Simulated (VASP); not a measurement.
# SiC (F-43m) in VASP: G0W0 quasiparticle levels with PBE

Aim: the G0W0 quasiparticle levels of SiC with PBE.

All numbers are computed with VASP 6.6.1; they aren't measurements. Logs are shortened: lines on timing, memory, paths and dates and some standing lists are left out, and cuts for length are marked.

**1. The cell of the first run**

It takes space group F-43m (No. 216, cubic). Conventional cell: a = 4.356 Å, b = 4.356 Å, c = 4.356 Å, α = 90.00°, β = 90.00°, γ = 90.00°. Si (site symmetry -43m) has 4 C at 1.89 Å within 2.5 Å. C (site symmetry -43m) has 4 Si at 1.89 Å within 2.5 Å.

**2. G0W0 quasiparticle levels, PBE**

File POSCAR:

```
SiC
1.0
    0.0000000000      2.1780523510      2.1780523510
    2.1780523510      0.0000000000      2.1780523510
    2.1780523510      2.1780523510      0.0000000000
Si C
1 1
Direct
    0.0000000000      0.0000000000      0.0000000000
    0.2500000000      0.2500000000      0.2500000000
```

File INCAR.step1:

```
SYSTEM = SiC
PREC = Accurate
ENCUT = 500
EDIFF = 1E-8
ISMEAR = 0
SIGMA = 0.01
LREAL = .FALSE.
LASPH = .TRUE.
NELM = 80
ALGO = Normal
LWAVE = .TRUE.
LCHARG = .FALSE.
GGA = PE
```

File INCAR.step2:

```
SYSTEM = SiC
PREC = Accurate
ENCUT = 500
EDIFF = 1E-8
ISMEAR = 0
SIGMA = 0.01
LREAL = .FALSE.
LASPH = .TRUE.
NELM = 1
ALGO = Exact
LWAVE = .TRUE.
LCHARG = .FALSE.
GGA = PE
NBANDS = 37
LOPTICS = .TRUE.
ISTART = 1
```

File INCAR.step3:

```
SYSTEM = SiC
PREC = Accurate
ENCUT = 500
EDIFF = 1E-8
ISMEAR = 0
SIGMA = 0.01
LREAL = .FALSE.
LASPH = .TRUE.
ALGO = EVGW0
LWAVE = .FALSE.
LCHARG = .FALSE.
GGA = PE
NELMGW = 1
NBANDS = 37
ENCUTGW = 80.0
NOMEGA = 48
PRECFOCK = Fast
ISTART = 1
NBANDSGW = 12
```

File KPOINTS:

```
regular mesh
0
G
  10 10 10
  0 0 0
```

Potentials or basis: VASP PAW PBE potentials, release 64 (Si_GW, C_GW).

On the command line:

```sh
> cat potpaw_PBE.64/Si_GW/POTCAR potpaw_PBE.64/C_GW/POTCAR > POTCAR
> cp INCAR.step1 INCAR
> mpirun -np 1 vasp_std > vasp.out
> cp INCAR.step2 INCAR
> mpirun -np 1 vasp_std > vasp.out
> cp INCAR.step3 INCAR
> mpirun -np 1 vasp_std > vasp.out
```

OUTCAR:

```text
SYSTEM = SiC
   PREC = Accurate
   ENCUT = 500
   EDIFF = 1E-8
   ISMEAR = 0
   LREAL = .FALSE.
   LASPH = .TRUE.
   GGA = PE
   NELMGW = 1
   ENCUTGW = 80.0
   PRECFOCK = Fast
   ISTART = 1

 ion  position               nearest neighbor table
   1  0.000  0.000  0.000-   2 1.89   2 1.89   2 1.89   2 1.89
   2  0.250  0.250  0.250-   1 1.89   1 1.89   1 1.89   1 1.89

  LATTYP: Found a face centered cubic cell.
 ALAT       =     4.3561047020

  Lattice vectors:

 A1 = (   0.0000000000,   2.1780523510,   2.1780523510)
 A2 = (   2.1780523510,   0.0000000000,   2.1780523510)
 A3 = (   2.1780523510,   2.1780523510,   0.0000000000)

Analysis of symmetry for initial positions (statically):
=====================================================================
 Subroutine PRICEL returns:
 Original cell was already a primitive cell.

 Routine SETGRP: Setting up the symmetry group for a
 face centered cubic supercell.

 Subroutine GETGRP returns: Found 24 space group operations
 (whereof 24 operations were pure point group operations)
 out of a pool of 48 trial point group operations.

The static configuration has the point symmetry T_d .

Analysis of symmetry for dynamics (positions and initial velocities):
=====================================================================
 Subroutine PRICEL returns:
 Original cell was already a primitive cell.

 Routine SETGRP: Setting up the symmetry group for a
 face centered cubic supercell.

 Subroutine GETGRP returns: Found 24 space group operations
 (whereof 24 operations were pure point group operations)
 out of a pool of 48 trial point group operations.

The dynamic configuration has the point symmetry T_d .

 Subroutine INISYM returns: Found 24 space group operations
 (whereof 24 operations are pure point group operations),
 and found     1 'primitive' translations

----------------------------------------------------------------------------------------

                                     Primitive cell

  volume of cell :      20.6650

  direct lattice vectors                    reciprocal lattice vectors
     0.000000000  2.178052351  2.178052351    -0.229562894  0.229562894  0.229562894
     2.178052351  0.000000000  2.178052351     0.229562894 -0.229562894  0.229562894
     2.178052351  2.178052351  0.000000000     0.229562894  0.229562894 -0.229562894

  length of vectors
     3.080231174  3.080231174  3.080231174     0.397614595  0.397614595  0.397614595

  position of ions in fractional coordinates (direct lattice)
     0.000000000  0.000000000  0.000000000
     0.250000000  0.250000000  0.250000000

  ion indices of the primitive-cell ions
   primitive index   ion index
                 1           1
                 2           2

----------------------------------------------------------------------------------------

 KPOINTS: regular mesh

Automatic generation of k-mesh.
 Grid dimensions read from file:
 generate k-points for:   10   10   10

 Generating k-lattice:

  Cartesian coordinates                     Fractional coordinates (reciprocal lattice)
    -0.022956289  0.022956289  0.022956289     0.100000000  0.000000000  0.000000000
     0.022956289 -0.022956289  0.022956289     0.000000000  0.100000000  0.000000000
     0.022956289  0.022956289 -0.022956289     0.000000000  0.000000000  0.100000000

  Length of vectors
     0.039761460  0.039761460  0.039761460

  Shift w.r.t. Gamma in fractional coordinates (k-lattice)
     0.000000000  0.000000000  0.000000000

 Subroutine IBZKPT returns following result:
 ===========================================

 Found     47 irreducible k-points:

 Following reciprocal coordinates:
            Coordinates               Weight
  0.000000  0.000000  0.000000      1.000000
  0.100000  0.000000  0.000000      8.000000
  0.200000  0.000000  0.000000      8.000000
  0.300000  0.000000  0.000000      8.000000
  0.400000  0.000000  0.000000      8.000000
  0.500000  0.000000  0.000000      4.000000
[... 16 lines left out ...]
  0.300000  0.300000  0.000000      6.000000
  0.400000  0.300000  0.000000     24.000000
 [... further k-points ...]
   k-points           NKPTS =     47   k-points in BZ     NKDIM =   1000   number of bands    NBANDS=     37
   number of dos      NEDOS =    301   number of ions     NIONS =      2
   total plane-waves  NPLWV =  13824
   dimension x,y,z NGX =    24 NGY =   24 NGZ =   24
   dimension x,y,z NGXF=    48 NGYF=   48 NGZF=   48
   ions per type =               1   1
   NGX,Y,Z   is equivalent  to a cutoff of  12.95, 12.95, 12.95 a.u.
   NGXF,Y,Z  is equivalent  to a cutoff of  25.91, 25.91, 25.91 a.u.
 SYSTEM =  SiC
   PREC   = accura    normal or accurate (medium, high low for compatibility)
   ISTART =      1    job   : 0-new  1-cont  2-samecut
   ICHARG =      0    charge: 1-file 2-atom 10-const
   ISPIN  =      1    spin polarized calculation?
   LNONCOLLINEAR =      F non collinear calculations
   LSORBIT =      F    spin-orbit coupling
   LASPH  =      T    aspherical Exc in radial PAW
   ENCUT  =  500.0 eV  36.75 Ry    6.06 a.u.   5.62  5.62  5.62*2*pi/ulx,y,z
   NELM   =     60;   NELMIN=  2; NELMDL=  0     # of ELM steps
   EDIFF  = 0.1E-07   stopping-criterion for ELM
   LREAL  =      F    real-space projection
   EDIFFG = 0.1E-06   stopping-criterion for IOM
   NSW    =      0    number of steps for IOM
   IBRION =     -1    ionic relax: 0-MD 1-quasi-New 2-CG
   NFREE  =      0    steps in history (QN), initial steepest desc. (CG)
   ISIF   =      0    stress and relaxation
   ISYM   =      3    0-nonsym 1-usesym 2-fastsym
   POTIM  = 0.5000    time-step for ionic-motion
   TEBEG  =    0.0;   TEEND  =   0.0 temperature during run
   PSTRESS=    0.0 pullay stress
   NELECT =       8.0000    total number of electrons
   NUPDOWN=      -1.0000    fix difference up-down
   EMIN   =  10.00;   EMAX   =-10.00  energy-range for DOS
   EFERMI =   0.00;   METHOD = LEGACY
   ISMEAR =     0;   SIGMA  =   0.01  broadening in eV -4-tet -1-fermi 0-gaus
   EFERMI_NEDOS =   21; number of points for ismear=-14 and -15
   IALGO  =     38    algorithm
   IMIX   =      4    mixing-type and parameters
     AMIX     =   0.40;   BMIX     =  1.00
     AMIX_MAG =   1.60;   BMIX_MAG =  1.00
  volume/ion in A,a.u.               =      10.33        69.73
  Fermi-wavevector in a.u.,A,eV,Ry     =   1.193145  2.254717 19.369182  1.423595
  Thomas-Fermi vector in A             =   2.329166
   LORBIT       =      0    0 simple, 1 ext, 2 COOP (PROOUT), +10 PAW based schemes
   GGA     = PE    functional components
   LHFCALC =     T    Hartree Fock is set to
   PRECFOCK=fast      Normal, Fast or Accurate (Low or Medium for compatibility)
   ENCUT4O =  -1.0   cutoff for four orbital integrals eV
   NKREDX  =     1    reduce k-point grid by
   NKREDY  =     1    reduce k-point grid by
   NKREDZ  =     1    reduce k-point grid by
   AEXX    =    1.0000 exact exchange contribution
   HFSCREEN=    0.0000 screening length (either q_TF or 0.3 A-1)
   HFSCREENC=   0.0000 screening length for correlation (either q_TF or 0.3 A-1)
   ENCUTFOCK=  -1.0 apply spherical cutoff to Coloumb kernel
   IVDW    =     0    specifies the selected vdW correction
   LEPSILON=     F    determine dielectric tensor
   LRPA    =     F    only Hartree local field effects (RPA)
   LRPAFORCE           =     F    calculate RPA forces
   ENCUTGW             =  80.0    cutoff for response function in eV
   ENCUTGWSOFT         =  64.0    soft cutoff for Coulomb kernel in GW response function in eV
   ENCUTLF             =  -1.0    cutoff for local field effects
   NELMGW              =     1    number of iterations in solving QP/BSE equation
   NELMHF              =     1    number of iterations in the inner HF iteration
   NKREDLFX            =     1    NKREDLFY  =   1   NKREDLFZ  =   1
 non-spin polarized calculation
 Gauss-broadening in eV      SIGMA  =   0.01
  energy-cutoff  :      500.00
  volume of cell :       20.66
 maximum number of plane-waves:       544
  NGX = 14; NGY = 14; NGZ = 14
   NGX = 11   NGY = 11   NGZ = 11
 maximum number of plane-waves:        40
 NGX is ok and might be reduce to    12

 QP shifts <psi_nk| G(iteration)W_0 |psi_nk>: iteration 1
 for sc-GW calculations column KS-energies equals QP-energies in previous step
 and V_xc(KS)=  KS-energies - (<T + V_ion + V_H > + <T+V_H+V_ion>^1  + <V_x>^1)

 k-point   1 :       0.0000    0.0000    0.0000
  band No.  KS-energies  QP-energies   sigma(KS)   V_xc(KS)     V^pw_x(r,r')   Z            occupation Imag(sigma)

      1      -7.6348      -8.4513     -13.8719     -12.7422     -21.7032       0.7228       2.0000       1.4150
      2       7.7822       7.6295     -15.0011     -14.8084     -17.3709       0.7922       2.0000       0.0673
      3       7.7822       7.6295     -15.0011     -14.8084     -17.3709       0.7922       2.0000       0.0673
      4       7.7822       7.6295     -15.0011     -14.8084     -17.3709       0.7922       2.0000       0.0673
      5      14.0264      14.8894     -12.0842     -13.1827      -7.4483       0.7856       0.0000      -0.1018
      6      15.0951      15.9615     -10.4615     -11.5498      -5.7897       0.7961       0.0000      -0.1014
      7      15.0951      15.9615     -10.4615     -11.5498      -5.7897       0.7961       0.0000      -0.1014
      8      15.0951      15.9615     -10.4615     -11.5498      -5.7897       0.7961       0.0000      -0.1014
      9      22.2849      23.2997     -10.1439     -11.4326      -4.5180       0.7874       0.0000      -0.2984
     10      22.2849      23.2997     -10.1439     -11.4326      -4.5180       0.7874       0.0000      -0.2984
     11      24.2656      24.7416      -9.1911      -9.7990      -2.9193       0.7828       0.0000      -0.4620
     12      25.0591      25.6059      -9.5725     -10.2768      -2.9655       0.7764       0.0000      -0.7680

 k-point   2 :       0.1000    0.0000    0.0000
  band No.  KS-energies  QP-energies   sigma(KS)   V_xc(KS)     V^pw_x(r,r')   Z            occupation Imag(sigma)

      1      -7.4394      -8.2455     -13.8853     -12.7688     -21.6641       0.7220       2.0000       1.3812
      2       6.7726       6.5047     -14.6833     -14.3424     -17.2434       0.7860       2.0000       0.0745
      3       7.6483       7.4786     -14.9485     -14.7340     -17.3396       0.7915       2.0000       0.0680
      4       7.6483       7.4786     -14.9485     -14.7340     -17.3396       0.7915       2.0000       0.0680
      5      14.2863      15.1372     -11.6511     -12.7311      -7.0106       0.7878       0.0000      -0.1027
      6      15.3383      16.2218     -10.5181     -11.6319      -5.7710       0.7932       0.0000      -0.1069
      7      15.3383      16.2218     -10.5181     -11.6319      -5.7710       0.7932       0.0000      -0.1069
      8      15.3708      16.3165     -11.1541     -12.3528      -6.4181       0.7889       0.0000      -0.1104
      9      21.3430      22.2244      -9.9078     -11.0238      -4.3369       0.7898       0.0000      -0.2862
     10      21.3430      22.2244      -9.9078     -11.0238      -4.3369       0.7898       0.0000      -0.2862
     11      24.0704      24.4867      -9.1228      -9.6536      -2.7461       0.7845       0.0000      -0.5515
     12      25.4948      26.1269      -9.6436     -10.4531      -3.1519       0.7808       0.0000      -0.6252
[... 324 lines left out ...]
      1      -5.3610      -6.0829     -14.1080     -13.1176     -21.3176       0.7288       2.0000       1.0565
      2       3.4206       2.9338     -14.5907     -13.9453     -18.3789       0.7543       2.0000       0.1472
      3       5.4164       4.9914     -14.2912     -13.7448     -17.1765       0.7779       2.0000       0.0881
      4       5.4164       4.9914     -14.2912     -13.7448     -17.1765       0.7779       2.0000       0.0881
      5      10.9503      11.4799     -10.0083     -10.6612      -5.9934       0.8111       0.0000      -0.0741
      6      13.3990      14.1138     -10.1369     -11.0167      -5.8441       0.8124       0.0000      -0.0823
      7      19.3228      20.4061     -11.2383     -12.6574      -5.3522       0.7634       0.0000      -0.2541
      8      19.3228      20.4061     -11.2383     -12.6574      -5.3522       0.7634       0.0000      -0.2541
      9      20.2084      21.3398     -11.9744     -13.4561      -6.0059       0.7636       0.0000      -0.2930
     10      24.8594      25.8637     -10.1186     -11.3990      -3.9119       0.7843       0.0000      -0.5133
     11      29.4439      30.3298     -10.0726     -11.2137      -3.1157       0.7764       0.0000      -1.0142
     12      29.4439      30.3298     -10.0726     -11.2137      -3.1157       0.7764       0.0000      -1.0142

 k-point  24 :       0.4000    0.3000    0.0000
  band No.  KS-energies  QP-energies   sigma(KS)   V_xc(KS)     V^pw_x(r,r')   Z            occupation Imag(sigma)

      1      -4.4916      -5.1754     -14.2733     -13.3371     -21.2610       0.7305       2.0000       0.9315
      2       2.1968       1.6458     -14.3404     -13.6014     -18.5285       0.7457       2.0000       0.2005
      3       4.6260       4.1356     -13.9484     -13.3137     -16.9554       0.7727       2.0000       0.0989
      4       5.1536       4.7069     -14.2565     -13.6803     -17.2081       0.7752       2.0000       0.0910
      5      10.6518      11.1734     -10.1318     -10.7744      -6.2205       0.8117       0.0000      -0.0723
      6      13.4104      14.1429     -10.2670     -11.1699      -6.0023       0.8113       0.0000      -0.0815
      7      19.4121      20.4956     -11.4648     -12.8842      -5.5682       0.7634       0.0000      -0.2584
      8      19.7197      20.7827     -11.1375     -12.5298      -5.1345       0.7635       0.0000      -0.2800
      9      21.5613      22.7319     -11.8754     -13.4308      -5.4155       0.7526       0.0000      -0.3882
     10      25.8394      26.8207     -10.2068     -11.4742      -3.6114       0.7742       0.0000      -0.6252
     11      29.0416      29.9988     -10.4785     -11.7237      -3.4920       0.7687       0.0000      -0.9400
     12      30.1123      31.3046     -10.7545     -12.2973      -3.8572       0.7728       0.0000      -1.0034

 [... further k-points ...]
```

It took 11 min on 1 thread of Intel Xeon 6975P-C (Granite Rapids), shared host; peak memory 0.92 GiB.

What came out:

| Item | Value |
| --- | --- |
| Quasiparticle gap | 1.93 eV |
| Least direct quasiparticle gap | 5.46 eV |
| Band gap of the starting levels on the mesh | 1.36 eV |
| Least direct gap of the starting levels on the mesh | 4.54 eV |

Caveat: bands, screening cutoff and mesh are small and nothing is extrapolated, so the quasiparticle values aren't converged.
